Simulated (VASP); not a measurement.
# C (Cmm2) in VASP: notebook

C is run at these levels: r2SCAN; tasks: single point.

Program: VASP 6.6.1. These are calculated values, not measurements. Logs are shortened: lines on timing, memory, paths and dates and some standing lists are left out, and cuts for length are marked.

## (1) The cell of the first run

It takes space group Cmm2 (No. 35, orthorhombic). The conventional cell has a = 5.035 Å, b = 5.035 Å, c = 3.560 Å, α = 90.00°, β = 90.00°, γ = 90.00°. C (site symmetry mm2) has 4 C at 1.52 to 1.56 Å within 2.0 Å. C (site symmetry mm2) has 4 C at 1.54 Å within 2.1 Å. C (site symmetry 2) has 4 C at 1.54 Å within 2.1 Å. Within 2.0 Å of C (site symmetry m) lie 4 C at 1.52 to 1.54 Å. C (site symmetry m) has 4 C at 1.54 to 1.56 Å within 2.1 Å.

## (2) Single point, r2SCAN (atom 1 (C) moved +0.037 Å along Cartesian [0 0 1])

The input, POSCAR:

```
C
1.0
    3.5602834153      0.0000000000      0.0000000000
    0.0000000000     -3.5602834153      0.0000000000
    0.0000000000      0.0000000000     -3.5602834153
C
8
Direct
    0.5000000000      0.0000000000     -0.0105328693
    0.0000000000      0.5000000000      0.0000000000
    0.0000000000      0.0000000000      0.5000000000
    0.5000000000      0.5000000000      0.5000000000
    0.7500000000      0.7500000000      0.7500000000
    0.2500000000      0.2500000000      0.7500000000
    0.2500000000      0.7500000000      0.2500000000
    0.7500000000      0.2500000000      0.2500000000
```

The input, INCAR.step1:

```
SYSTEM = C
ALGO = Normal ; EDIFF = 1E-4
ENCUT = 520 ; GGA = PE
ISMEAR = 0 ; LASPH = .True.
LCHARG = .False. ; LREAL = .False.
LWAVE = .True. ; NBANDS = 26
NELM = 100 ; PREC = Accurate
SIGMA = 0.05
```

The input, INCAR.step2:

```
SYSTEM = C
ALGO = Normal ; EDIFF = 1E-7
ENCUT = 520 ; ISIF = 2
ISMEAR = 0 ; ISTART = 1
LASPH = .True. ; LCHARG = .False.
LMIXTAU = .True. ; LREAL = .False.
LWAVE = .False. ; METAGGA = R2SCAN
NBANDS = 26 ; NELM = 100
PREC = Accurate ; SIGMA = 0.05
```

The input, KPOINTS:

```
k-points
0
Gamma
  6 6 6
  0 0 0
```

Potentials or basis: VASP PAW PBE potentials, release 64 (C).

Command:

```console
$ cat potpaw_PBE.64/C/POTCAR > POTCAR
$ cp INCAR.step1 INCAR
$ mpirun -np 1 vasp_std > vasp.out
$ cp INCAR.step2 INCAR
$ mpirun -np 1 vasp_std > vasp.out
```

OUTCAR:

```text
SYSTEM = C
   EDIFF = 1E-7
   ENCUT = 520
   ISIF = 2
   ISMEAR = 0
   ISTART = 1
   LASPH = .True.
   LREAL = .False.
   METAGGA = R2SCAN
   NELM = 100
   PREC = Accurate

 ion  position               nearest neighbor table
   1  0.500  0.000  0.989-   5 1.52   6 1.52   7 1.56   8 1.56
   2  0.000  0.500  0.000-   5 1.54   6 1.54   7 1.54   8 1.54
   3  0.000  0.000  0.500-   5 1.54   6 1.54   7 1.54   8 1.54
   4  0.500  0.500  0.500-   5 1.54   6 1.54   7 1.54   8 1.54
   5  0.750  0.750  0.750-   1 1.52   2 1.54   3 1.54   4 1.54
   6  0.250  0.250  0.750-   1 1.52   2 1.54   3 1.54   4 1.54
   7  0.250  0.750  0.250-   2 1.54   3 1.54   4 1.54   1 1.56
   8  0.750  0.250  0.250-   2 1.54   3 1.54   4 1.54   1 1.56

  LATTYP: Found a simple cubic cell.
 ALAT       =     3.5602834153

  Lattice vectors:

 A1 = (   3.5602834153,   0.0000000000,   0.0000000000)
 A2 = (   0.0000000000,  -3.5602834153,   0.0000000000)
 A3 = (   0.0000000000,   0.0000000000,  -3.5602834153)

Analysis of symmetry for initial positions (statically):
=====================================================================
 Subroutine PRICEL returns:
 Original cell was already a primitive cell.

 Routine SETGRP: Setting up the symmetry group for a
 simple cubic supercell.

 Subroutine GETGRP returns: Found  4 space group operations
 (whereof  2 operations were pure point group operations)
 out of a pool of 48 trial point group operations.

The static configuration has the point symmetry C_2 .
 The point group associated with its full space group is C_2v.

Analysis of symmetry for dynamics (positions and initial velocities):
=====================================================================
 Subroutine PRICEL returns:
 Original cell was already a primitive cell.

 Routine SETGRP: Setting up the symmetry group for a
 simple cubic supercell.

 Subroutine GETGRP returns: Found  4 space group operations
 (whereof  2 operations were pure point group operations)
 out of a pool of 48 trial point group operations.

The dynamic configuration has the point symmetry C_2 .
 The point group associated with its full space group is C_2v.

 Subroutine INISYM returns: Found  4 space group operations
 (whereof  2 operations are pure point group operations),
 and found     1 'primitive' translations

----------------------------------------------------------------------------------------

                                     Primitive cell

  volume of cell :      45.1288

  direct lattice vectors                    reciprocal lattice vectors
     3.560283415  0.000000000  0.000000000     0.280876516  0.000000000  0.000000000
     0.000000000 -3.560283415  0.000000000     0.000000000 -0.280876516  0.000000000
     0.000000000  0.000000000 -3.560283415     0.000000000  0.000000000 -0.280876516

  length of vectors
     3.560283415  3.560283415  3.560283415     0.280876516  0.280876516  0.280876516

  position of ions in fractional coordinates (direct lattice)
     0.500000000  0.000000000  0.989467131
     0.000000000  0.500000000  0.000000000
     0.000000000  0.000000000  0.500000000
     0.500000000  0.500000000  0.500000000
     0.750000000  0.750000000  0.750000000
     0.250000000  0.250000000  0.750000000
     0.250000000  0.750000000  0.250000000
     0.750000000  0.250000000  0.250000000

  ion indices of the primitive-cell ions
   primitive index   ion index
                 1           1
                 2           2
                 3           3
                 4           4
                 5           5
                 6           6
                 7           7
                 8           8

----------------------------------------------------------------------------------------

 KPOINTS: k-points

Automatic generation of k-mesh.
 Grid dimensions read from file:
 generate k-points for:    6    6    6

 Generating k-lattice:

  Cartesian coordinates                     Fractional coordinates (reciprocal lattice)
     0.046812753  0.000000000  0.000000000     0.166666667  0.000000000  0.000000000
     0.000000000 -0.046812753  0.000000000     0.000000000  0.166666667  0.000000000
     0.000000000  0.000000000 -0.046812753     0.000000000  0.000000000  0.166666667

  Length of vectors
     0.046812753  0.046812753  0.046812753

  Shift w.r.t. Gamma in fractional coordinates (k-lattice)
     0.000000000  0.000000000  0.000000000

 Subroutine IBZKPT returns following result:
 ===========================================

 Found     52 irreducible k-points:

 Following reciprocal coordinates:
            Coordinates               Weight
  0.000000  0.000000  0.000000      1.000000
  0.166667  0.000000  0.000000      4.000000
  0.000000  0.000000  0.166667      2.000000
  0.333333  0.000000  0.000000      4.000000
  0.000000  0.000000  0.333333      2.000000
  0.500000  0.000000  0.000000      2.000000
[... 16 lines left out ...]
  0.333333  0.000000  0.500000      4.000000
  0.500000  0.500000  0.000000      1.000000
 [... further k-points ...]
   k-points           NKPTS =     52   k-points in BZ     NKDIM =     52   number of bands    NBANDS=     26
   number of dos      NEDOS =    301   number of ions     NIONS =      8
   total plane-waves  NPLWV =  21952
   dimension x,y,z NGX =    28 NGY =   28 NGZ =   28
   dimension x,y,z NGXF=    56 NGYF=   56 NGZF=   56
   ions per type =               8
   NGX,Y,Z   is equivalent  to a cutoff of  13.07, 13.07, 13.07 a.u.
   NGXF,Y,Z  is equivalent  to a cutoff of  26.15, 26.15, 26.15 a.u.
 SYSTEM =  C
   PREC   = accura    normal or accurate (medium, high low for compatibility)
   ISTART =      1    job   : 0-new  1-cont  2-samecut
   ICHARG =      0    charge: 1-file 2-atom 10-const
   ISPIN  =      1    spin polarized calculation?
   LNONCOLLINEAR =      F non collinear calculations
   LSORBIT =      F    spin-orbit coupling
   LASPH  =      T    aspherical Exc in radial PAW
   ENCUT  =  520.0 eV  38.22 Ry    6.18 a.u.   6.62  6.62  6.62*2*pi/ulx,y,z
   NELM   =    100;   NELMIN=  2; NELMDL=  0     # of ELM steps
   EDIFF  = 0.1E-06   stopping-criterion for ELM
   LREAL  =      F    real-space projection
   EDIFFG = 0.1E-05   stopping-criterion for IOM
   NSW    =      0    number of steps for IOM
   IBRION =     -1    ionic relax: 0-MD 1-quasi-New 2-CG
   NFREE  =      0    steps in history (QN), initial steepest desc. (CG)
   ISIF   =      2    stress and relaxation
   ISYM   =      2    0-nonsym 1-usesym 2-fastsym
   POTIM  = 0.5000    time-step for ionic-motion
   TEBEG  =    0.0;   TEEND  =   0.0 temperature during run
   PSTRESS=    0.0 pullay stress
   NELECT =      32.0000    total number of electrons
   NUPDOWN=      -1.0000    fix difference up-down
   EMIN   =  10.00;   EMAX   =-10.00  energy-range for DOS
   EFERMI =   0.00;   METHOD = LEGACY
   ISMEAR =     0;   SIGMA  =   0.05  broadening in eV -4-tet -1-fermi 0-gaus
   EFERMI_NEDOS =   21; number of points for ismear=-14 and -15
   IALGO  =     38    algorithm
   IMIX   =      4    mixing-type and parameters
     AMIX     =   0.40;   BMIX     =  1.00
     AMIX_MAG =   1.60;   BMIX_MAG =  1.00
  volume/ion in A,a.u.               =       5.64        38.07
  Fermi-wavevector in a.u.,A,eV,Ry     =   1.459846  2.758708 28.996044  2.131149
  Thomas-Fermi vector in A             =   2.576365
   LORBIT       =      0    0 simple, 1 ext, 2 COOP (PROOUT), +10 PAW based schemes
   METAGGA = R2SCAN    functional components
   LHFCALC =     F    Hartree Fock is set to
   AEXX    =    0.0000 exact exchange contribution
   IVDW    =     0    specifies the selected vdW correction
   LEPSILON=     F    determine dielectric tensor
   LRPA    =     F    only Hartree local field effects (RPA)
 non-spin polarized calculation
 Gauss-broadening in eV      SIGMA  =   0.05
  energy-cutoff  :      520.00
  volume of cell :       45.13
 maximum number of plane-waves:      1233
 NGX is ok and might be reduce to    28
   NGX = 13   NGY = 13   NGZ = 13

 number of electron      31.9999999 magnetization

 Free energy of the ion-electron system (eV)
  ---------------------------------------------------
  ext. energy  EPLUGINS =         0.00000000
  ---------------------------------------------------
  free energy    TOTEN  =       -78.59608535 eV

  energy without entropy =      -78.59608535  energy(sigma->0) =      -78.59608535

 E-fermi :  10.1626     XC(G=0): -14.2878

 val. band max:        9.9456340761   @ k =   0.0000   0.0000   0.0000
 cond. band min:      14.1394781519   @ k =   0.3333   0.0000   0.0000
 fundamental gap:      4.1938440758
 Fermi energy:        10.1626077176

 k-point     1 :       0.0000    0.0000    0.0000
  band No.  band energies     occupation
      1     -12.9810      2.00000
      2      -3.9755      2.00000
      3      -3.9098      2.00000
      4      -3.8344      2.00000
      5      -3.8339      2.00000
      6      -3.7635      2.00000
[... 18 lines left out ...]
     25      15.7985      0.00000
     26      23.7252      0.00000

 k-point     2 :       0.1667    0.0000    0.0000
  band No.  band energies     occupation
      1     -12.7121      2.00000
      2      -6.4916      2.00000
      3      -3.7764      2.00000
      4      -3.6773      2.00000
      5      -3.6738      2.00000
      6      -3.5699      2.00000
[... 18 lines left out ...]
     25      16.9022      0.00000
     26      23.8781      0.00000

 k-point     3 :       0.0000    0.0000    0.1667
  band No.  band energies     occupation
      1     -12.7122      2.00000
      2      -6.4894      2.00000
      3      -3.7540      2.00000
      4      -3.6774      2.00000
      5      -3.6743      2.00000
      6      -3.5993      2.00000
[... 572 lines left out ...]
 k-point    23 :       0.3333    0.0000    0.5000
  band No.  band energies     occupation
      1      -9.6360      2.00000
      2      -9.4753      2.00000
      3      -6.7206      2.00000
      4      -6.5603      2.00000
      5      -0.8118      2.00000
      6      -0.7914      2.00000
[... 18 lines left out ...]
     25      22.0474      0.00000
     26      22.2028      0.00000

 k-point    24 :       0.5000    0.5000    0.0000
  band No.  band energies     occupation
      1      -8.3398      2.00000
      2      -8.3319      2.00000
      3      -8.2767      2.00000
      4      -8.2712      2.00000
      5       0.3958      2.00000
      6       0.4351      2.00000
[... 18 lines left out ...]
     25      22.7140      0.00000
     26      22.7924      0.00000

 [... further k-points ...]
[... 5 lines left out ...]
  --------------------------------------------------------------------------------------
  -------------------------------------------------------------------------------------
  Total        0.3710490      0.3710490      0.3312993      0.0973379      0.0000000      0.0000000
  in kB       13.1731042     13.1731042     11.7618971      3.4557228      0.0000000      0.0000000
  external PRESSURE =      12.7027018 kB  Pullay stress =       0.0000000 kB

 VOLUME and BASIS-vectors are now :
 -----------------------------------------------------------------------------
  energy-cutoff  :      520.00
  volume of cell :       45.13
      direct lattice vectors                 reciprocal lattice vectors
     3.560283415  0.000000000  0.000000000     0.280876516  0.000000000  0.000000000
     0.000000000 -3.560283415  0.000000000     0.000000000 -0.280876516  0.000000000
     0.000000000  0.000000000 -3.560283415     0.000000000  0.000000000 -0.280876516

 POSITION                                       TOTAL-FORCE (eV/Angst)
 -----------------------------------------------------------------------------------
      1.78014      0.00000     -3.52278         0.000000      0.000000     -1.735290
      0.00000     -1.78014      0.00000         0.000000      0.000000     -0.236118
      0.00000      0.00000     -1.78014         0.000000      0.000000      0.257993
      1.78014     -1.78014     -1.78014         0.000000      0.000000      0.257993
      2.67021     -2.67021     -2.67021         0.124400      0.124400      0.377081
      0.89007     -0.89007     -2.67021        -0.124400     -0.124400      0.377081
      0.89007     -2.67021     -0.89007         0.097203     -0.097203      0.350630
      2.67021     -0.89007     -0.89007        -0.097203      0.097203      0.350630
 -----------------------------------------------------------------------------------
    total drift:                                0.000000     -0.000000     -0.000023

  FREE ENERGIE OF THE ION-ELECTRON SYSTEM (eV)
  ---------------------------------------------------
  free  energy   TOTEN  =       -78.5960853537 eV

  energy  without entropy=      -78.5960853537  energy(sigma->0) =      -78.59608535
```

Wall time 3.6 min (1 thread of AMD EPYC 9R45 (Zen 5), shared host); peak memory 0.14 GiB.

What came out:

```yaml
Free_energy: -78.5961 eV
Pressure: 1.3 GPa
Largest_force: 1.735 eV/Å
Band_gap_on_the_k_mesh: 4.19 eV
```

Forces in eV/Å, atoms in the order of the input:
```
C    0.000  0.000 -1.735
C    0.000  0.000 -0.236
C    0.000  0.000  0.258
C    0.000  0.000  0.258
C    0.124  0.124  0.377
C   -0.124 -0.124  0.377
C    0.097 -0.097  0.351
C   -0.097  0.097  0.351
```

Caveat: the cell differs from its parent crystal (atom 1 (C) moved +0.037 Å along Cartesian [0 0 1]); the PAW data sets were made with another functional, which shifts forces and pressure a little.

(Part 1 of 2 ends here.)
